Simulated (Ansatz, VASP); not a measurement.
# NaCl in VASP and in Ansatz

```
Na Cl
1.0
     2.91720    0.00000    0.00000
     0.00000    2.91720    0.00000
     0.00000    0.00000    2.86000
Na Cl
1 1
Direct
  0.00000 0.00000 0.00000
  0.50000 0.50000 0.50000
```

Change from the starting cell: equal xx and yy strain of +2 %.

Alike in both runs: task single point; functional PBE; k mesh 8 × 8 × 8; occupations fermi-dirac, width 0.02 eV; no spin polarisation.

```csv
,VASP,Ansatz
version,VASP 6.6.1,Ansatz 0.2.0
potentials or method,"VASP PAW PBE potentials, release 64 (Na_pv, Cl), cutoff 520 eV","all-electron LAPW, scalar-relativistic"
```

|  | VASP | Ansatz | Ansatz less VASP |
| --- | --- | --- | --- |
| gap on the k mesh at the Fermi level (eV) | 4.39 | 4.34 | -0.043 |
| pressure (GPa) | 55.6 | 55.5 | -0.15 |
| traceless stress, the component that is largest in VASP (GPa) | 3.21 | 3.23 | +0.014 |

Both programs put the cell under a high pressure, so it lies far from rest at this level. Ansatz ran all-electron here, and VASP with PAW potentials.
